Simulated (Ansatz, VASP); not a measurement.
Two plane-wave programs on Mo

```xyz
4
Lattice="4.2124 0.0000 0.0000 -2.1062 3.6481 0.0000 0.0000 0.0000 4.8695" Properties=species:S:1:pos:R:3 pbc="T T T"
Mo    0.0000    0.0000    1.2174
Mo    0.0000    0.0000    3.6521
Mo    0.0000    2.4320    3.6521
Mo    2.1062    1.2160    1.2174
```

Alike in both runs: functional PBEsol; k mesh 6 × 6 × 4; occupations gaussian, width 0.1 eV; no spin polarisation.

Ansatz relaxed the structure, and its values are those at the end. VASP's run is a single point on that final structure, the one shown.

|  | VASP | Ansatz |
| --- | --- | --- |
| version | VASP 6.6.1 | Ansatz 0.2.0 |
| potentials or method | VASP PAW PBE potentials, release 64 (Mo_sv), cutoff 520 eV | scalar-relativistic, plane waves, PAW |
| valence electrons in the cell | 56 | 56 |

Ansatz gave:

```
gap on the k mesh at the Fermi level (eV) : none
pressure (GPa)                            : 0.0
```

Task: Which values does VASP return?

Result: gap on the k mesh at the Fermi level (eV): none; pressure (GPa): 0.6.

VASP's potentials were made for PBE, not for PBEsol. A gap of «none» marks a metal or a gap that the smearing closes.
